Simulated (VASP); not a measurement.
Wanted: the native input for a VASP 6.6.1 run.

* Task: single point
* Functional: PBEsol
* Potentials or basis: VASP PAW PBE potentials, release 64 (Ta_pv, N)
* Cutoff: 520 eV
* k mesh: 15 × 15 × 5
* Occupations: gaussian, width 0.15 eV
* Spin: no spin polarisation
* Dipole correction: no
* Further INCAR settings: ALGO = Normal; EDIFF = 1e-06; NBANDS = 42

The structure of TaN lies in POSCAR:

```
TaN
1.0
    1.4619341542     -2.5321442324      0.0000000000
    0.0000000000      0.0000000000     -2.8704762697
    9.3616707793      4.8422644262      0.0000000000
Ta N
4 4
Direct
    0.3530238587      0.5000000000      0.8818568477
   -0.0267251212      0.5000000000      0.1603507269
    0.4331912055      0.5000000000      0.4008527672
   -0.1068924679      0.5000000000      0.6413548074
    0.4866361033      0.0000000000      0.0801833802
   -0.0534475701      0.0000000000      0.3206854205
    0.4064687566      0.0000000000      0.5611874607
   -0.1336149168      0.0000000000      0.8016895009
```

This cell differs from its parent crystal: the part above a cut slid along it.

One way to write it, as run:

INCAR

```
PREC     = Accurate       # precision mode
ENCUT    = 520            # plane-wave cutoff, eV
EDIFF    = 1E-6           # SCF threshold, eV
ISMEAR   = 0              # smearing method
SIGMA    = 0.15           # smearing width, eV
LREAL    = F              # projectors in reciprocal space
LASPH    = T              # aspherical terms in the spheres
NELM     = 100            # most SCF steps
ALGO     = Normal         # electronic algorithm
ISIF     = 2              # what is computed and relaxed
LWAVE    = F              # write WAVECAR
LCHARG   = T              # write CHGCAR
GGA      = PS             # functional
LELF     = T              # ELF
LVHAR    = T            
NBANDS   = 42             # bands
```

KPOINTS

```
Automatic mesh
0
Gamma
  15 15 5
```

Potentials or basis: VASP PAW PBE potentials, release 64 (Ta_pv, N).

The run is started by

```bash
$ cat potpaw_PBE.64/Ta_pv/POTCAR potpaw_PBE.64/N/POTCAR > POTCAR
$ mpirun -np 1 vasp_std > vasp.out
```

Results of the run:

| Quantity | Value |
| --- | --- |
| Pressure | -6.6 GPa |
| Largest force | 2.651 eV/Å |
| Band gap on the k mesh | zero (bands 32 and 33 overlap by 0.26 eV) |

Caveat: the cell differs from its parent crystal (the part above a cut slid along it); the stress differs along the axes, from -16 to -2 GPa; the PAW data sets were made with another functional, which shifts forces and pressure a little; spin-orbit coupling is left out, which moves the levels of the heavy elements.

Run time: 8.5 min on 1 thread of Intel(R) Xeon(R) 6975P-C (Granite Rapids), on a shared host, peak memory 0.83 GiB.
